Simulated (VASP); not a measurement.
A run of VASP 6.6.1 is set up as follows.

File INCAR:

```
PREC = Accurate
ENCUT = 520
EDIFF = 1E-7
ISMEAR = -1
SIGMA = 0.1
LREAL = F
LASPH = T
NELM = 100
ALGO = Normal
ISIF = 2
LWAVE = F
LCHARG = F
GGA = PE
ISYM = 0
NBANDS = 20
```

Contents of KPOINTS:

```
Automatic mesh
0
Gamma
  5 5 7
```

POSCAR

```
K
1.0
    6.2003871216      0.0000000000      0.0000000000
   -3.1001935608      5.3696927606      0.0000000000
    0.0000000000      0.0000000000      3.6844764004
K
3
Direct
    0.0000000000      0.0000000000      0.0000000000
    0.3333333333      0.6666666667      0.5000000000
    0.6666666667      0.3333333333      0.5000000000
```

Potentials or basis: VASP PAW PBE potentials, release 64 (K_sv).

Command:

```sh
$ cat potpaw_PBE.64/K_sv/POTCAR > POTCAR
$ mpirun -np 1 vasp_std > vasp.out
```

(1) Estimate the band gap on the k mesh.

(2) What does it give for the pressure?

## Answers

(1) zero (an odd number of electrons rules out a gap without spin polarisation).

(2) 6.3 GPa.

Caveat: the cell stands under pressure.
